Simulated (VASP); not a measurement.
# SnS2 (P-3m1) in VASP: further runs, part 2 of 2

VASP 6.6.1.

## 3. Single point, r2SCAN0

Input file POSCAR:

```
SnS2
1.0
    3.6607565998      0.0000000000      0.0000000000
   -1.8303782999      3.1703082125      0.0000000000
    0.0000000000      0.0000000000      5.9617937781
Sn S
1 2
Direct
    0.0000000000      0.0000000000      0.0000000000
    0.3333333333      0.6666666667      0.2455909578
    0.6666666667      0.3333333333      0.7544090422
```

Input file INCAR.step1:

```
ALGO = Normal
EDIFF = 1E-5
ENCUT = 440
GGA = PE
GGA_COMPAT = F
ISIF = 2
ISMEAR = 0
KPAR = 4
LASPH = T
LCHARG = F
LREAL = F
LWAVE = T
NBANDS = 20
NELM = 120
PREC = Accurate
SIGMA = 0.01
```

Input file INCAR.step2:

```
AEXX = 0.25
ALGO = Normal
EDIFF = 1E-6
ENCUT = 440
GGA_COMPAT = F
ISIF = 2
ISMEAR = 0
ISTART = 1
KPAR = 4
LASPH = T
LCHARG = F
LHFCALC = T
LMIXTAU = T
LREAL = F
LWAVE = F
METAGGA = R2SCAN
NBANDS = 20
NELM = 120
PREC = Accurate
PRECFOCK = Normal
SIGMA = 0.01
```

Input file KPOINTS:

```
k-points
0
Gamma
  6 6 4
```

Potentials or basis: VASP PAW PBE potentials, release 64 (Sn_d, S).

On the command line:

```console
cat potpaw_PBE.64/Sn_d/POTCAR potpaw_PBE.64/S/POTCAR > POTCAR
cp INCAR.step1 INCAR
mpirun -np 4 vasp_std > vasp.out
cp INCAR.step2 INCAR
mpirun -np 4 vasp_std > vasp.out
```

OUTCAR:

```text
AEXX = 0.25
   EDIFF = 1E-6
   ENCUT = 440
   ISIF = 2
   ISMEAR = 0
   ISTART = 1
   LASPH = T
   LHFCALC = T
   LREAL = F
   METAGGA = R2SCAN
   NELM = 120
   PREC = Accurate
   PRECFOCK = Normal

 ion  position               nearest neighbor table
   1  0.000  0.000  0.000-   2 2.57   3 2.57   3 2.57   2 2.57   3 2.57   2 2.57
   2  0.333  0.667  0.246-   1 2.57   1 2.57   1 2.57
   3  0.667  0.333  0.754-   1 2.57   1 2.57   1 2.57

  LATTYP: Found a hexagonal cell.
 ALAT       =     3.6607565998
 C/A-ratio  =     1.6285687441

  Lattice vectors:

 A1 = (   3.6607565998,   0.0000000000,   0.0000000000)
 A2 = (  -1.8303782999,   3.1703082125,   0.0000000000)
 A3 = (   0.0000000000,   0.0000000000,   5.9617937781)

Analysis of symmetry for initial positions (statically):
=====================================================================
 Subroutine PRICEL returns:
 Original cell was already a primitive cell.

 Routine SETGRP: Setting up the symmetry group for a
 hexagonal supercell.

 Subroutine GETGRP returns: Found 12 space group operations
 (whereof 12 operations were pure point group operations)
 out of a pool of 24 trial point group operations.

The static configuration has the point symmetry D_3d.

Analysis of symmetry for dynamics (positions and initial velocities):
=====================================================================
 Subroutine PRICEL returns:
 Original cell was already a primitive cell.

 Routine SETGRP: Setting up the symmetry group for a
 hexagonal supercell.

 Subroutine GETGRP returns: Found 12 space group operations
 (whereof 12 operations were pure point group operations)
 out of a pool of 24 trial point group operations.

The dynamic configuration has the point symmetry D_3d.

[... 122 lines left out ...]
  Thomas-Fermi vector in A             =   2.317636
   LORBIT       =      0    0 simple, 1 ext, 2 COOP (PROOUT), +10 PAW based schemes
   METAGGA = R2SCAN    functional components
   LHFCALC =     T    Hartree Fock is set to
   PRECFOCK=normal    Normal, Fast or Accurate (Low or Medium for compatibility)
   ENCUT4O =  -1.0   cutoff for four orbital integrals eV
   NKREDX  =     1    reduce k-point grid by
   NKREDY  =     1    reduce k-point grid by
   NKREDZ  =     1    reduce k-point grid by
   AEXX    =    0.2500 exact exchange contribution
   HFSCREEN=    0.0000 screening length (either q_TF or 0.3 A-1)
   HFSCREENC=   0.0000 screening length for correlation (either q_TF or 0.3 A-1)
   ENCUTFOCK=  -1.0 apply spherical cutoff to Coloumb kernel
   IVDW    =     0    specifies the selected vdW correction
   LEPSILON=     F    determine dielectric tensor
   LRPA    =     F    only Hartree local field effects (RPA)
 non-spin polarized calculation
 Gauss-broadening in eV      SIGMA  =   0.01
  energy-cutoff  :      440.00
  volume of cell :       69.19
 maximum number of plane-waves:      1462
 NGX is ok and might be reduce to    28
  NGX = 20; NGY = 20; NGZ = 32

 number of electron      26.0000011 magnetization

 Free energy of the ion-electron system (eV)
  ---------------------------------------------------
  ext. energy  EPLUGINS =         0.00000000
  ---------------------------------------------------
  free energy    TOTEN  =       -39.55682132 eV

  energy without entropy =      -39.55682132  energy(sigma->0) =      -39.55682132

 E-fermi :   3.2928     XC(G=0):  -7.8938

 val. band max:        3.2472359378   @ k =   0.0000   0.0000   0.0000
 cond. band min:       6.5523863483   @ k =   0.5000   0.0000   0.2500
 fundamental gap:      3.3051504105
 Fermi energy:         3.2927853620

 k-point     1 :       0.0000    0.0000    0.0000
  band No.  band energies     occupation
      1     -20.0584      2.00000
      2     -20.0584      2.00000
      3     -19.9765      2.00000
      4     -19.9538      2.00000
      5     -19.9538      2.00000
      6     -12.1820      2.00000
[... 541 lines left out ...]
     19      15.1583      0.00000
     20      15.2512      0.00000

------------------------ aborting loop because EDIFF is reached ----------------------------------------

  FORCE on cell =-STRESS in cart. coord.  units (eV):
  Direction    XX          YY          ZZ          XY          YZ          ZX
  --------------------------------------------------------------------------------------
  -------------------------------------------------------------------------------------
  Total       -0.6262529     -0.6262529     -0.7039260      0.0000000      0.0000000      0.0000000
  in kB      -14.5014363    -14.5014363    -16.3000264      0.0000000      0.0000000      0.0000000
  external PRESSURE =     -15.1009663 kB  Pullay stress =       0.0000000 kB

 VOLUME and BASIS-vectors are now :
 -----------------------------------------------------------------------------
  energy-cutoff  :      440.00
  volume of cell :       69.19
      direct lattice vectors                 reciprocal lattice vectors
     3.660756600  0.000000000  0.000000000     0.273167574  0.157713372  0.000000000
    -1.830378300  3.170308213  0.000000000     0.000000000  0.315426745  0.000000000
     0.000000000  0.000000000  5.961793778     0.000000000  0.000000000  0.167734752

 POSITION                                       TOTAL-FORCE (eV/Angst)
 -----------------------------------------------------------------------------------
      0.00000      0.00000      0.00000        -0.000000      0.000000      0.000000
     -0.00000      2.11354      1.46416         0.000000      0.000000     -0.392094
      1.83038      1.05677      4.49763        -0.000000      0.000000      0.392094
 -----------------------------------------------------------------------------------
    total drift:                               -0.000000      0.000000      0.000001

  FREE ENERGIE OF THE ION-ELECTRON SYSTEM (eV)
  ---------------------------------------------------
  free  energy   TOTEN  =       -39.5568213151 eV

  energy  without entropy=      -39.5568213151  energy(sigma->0) =      -39.55682132
```

OUTCAR.step1:

```text
EDIFF = 1E-5
   ENCUT = 440
   GGA = PE
   ISIF = 2
[... 777 lines left out ...]
      0.00000      0.00000      0.00000        -0.000000      0.000000      0.000000
     -0.00000      2.11354      1.46416        -0.000000      0.000000      0.209418
      1.83038      1.05677      4.49763         0.000000     -0.000000     -0.209418
 -----------------------------------------------------------------------------------
    total drift:                               -0.000000     -0.000000     -0.000000

  FREE ENERGIE OF THE ION-ELECTRON SYSTEM (eV)
  ---------------------------------------------------
  free  energy   TOTEN  =       -13.1644937063 eV

  energy  without entropy=      -13.1644937063  energy(sigma->0) =      -13.16449371
```

OSZICAR.step1:

```text
N       E                     dE             d eps       ncg     rms          rms(c)
DAV:   1     0.203483325088E+03    0.20348E+03   -0.11298E+04   984   0.138E+03
DAV:   2     0.936621719186E+01   -0.19412E+03   -0.18655E+03  1056   0.386E+02
DAV:   3    -0.129123582412E+02   -0.22279E+02   -0.21586E+02  1196   0.112E+02
DAV:   4    -0.136528800273E+02   -0.74052E+00   -0.73942E+00  1140   0.220E+01
DAV:   5    -0.136766756432E+02   -0.23796E-01   -0.23794E-01  1444   0.393E+00    0.870E+00
DAV:   6    -0.131898630610E+02    0.48681E+00   -0.97779E-01  1460   0.106E+01    0.628E+00
DAV:   7    -0.131647889916E+02    0.25074E-01   -0.29504E-01  1200   0.339E+00    0.207E+00
DAV:   8    -0.131640155562E+02    0.77344E-03   -0.28210E-02  1328   0.165E+00    0.646E-01
DAV:   9    -0.131644471643E+02   -0.43161E-03   -0.27656E-03  1132   0.397E-01    0.167E-01
DAV:  10    -0.131644396119E+02    0.75524E-05   -0.34685E-04  1284   0.129E-01    0.748E-02
DAV:  11    -0.131644937131E+02   -0.54101E-04   -0.76933E-05  1080   0.521E-02    0.226E-02
DAV:  12    -0.131644937063E+02    0.67985E-08   -0.30739E-06   736   0.127E-02
   1 F= -.13164494E+02 E0= -.13164494E+02  d E =-.855410E-80
```

Run time: 7.4 min. Hardware: 4 MPI ranks of Intel Xeon 6975P-C (Granite Rapids), shared host; peak memory 0.21 GiB.

What came out:

| Item | Value |
| --- | --- |
| Free energy | -39.5568 eV |
| Pressure | -1.5 GPa |
| Largest force | 0.392 eV/Å |
| Band gap on the k mesh | 3.31 eV (least direct gap 3.69 eV) |

Forces on the atoms (eV/Å):
```
Sn   0.000  0.000  0.000
S    0.000  0.000 -0.392
S    0.000  0.000  0.392
```

Levels at points of the mesh, in eV from the valence-band top:
```tsv
k point	band 10	band 11	band 12	band 13	band 14	band 15	band 16	band 17
(0.00, 0.00, 0.00)	-0.62	-0.27	-0.27	0.00	3.93	5.70	7.61	7.61
(0.50, 0.00, 0.00)	-2.89	-2.73	-0.94	-0.22	3.50	6.62	8.09	8.48
(0.00, 0.00, 0.50)	-0.71	-0.71	-0.14	-0.14	5.08	5.78	7.36	7.36
(0.50, 0.00, 0.50)	-2.57	-1.94	-0.71	-0.55	3.33	6.81	7.78	8.53
```

Caveat: the PAW data sets were made with another functional, which shifts forces and pressure a little; spin-orbit coupling is left out, which moves the levels of the heavy elements. A k mesh can miss the band edges.
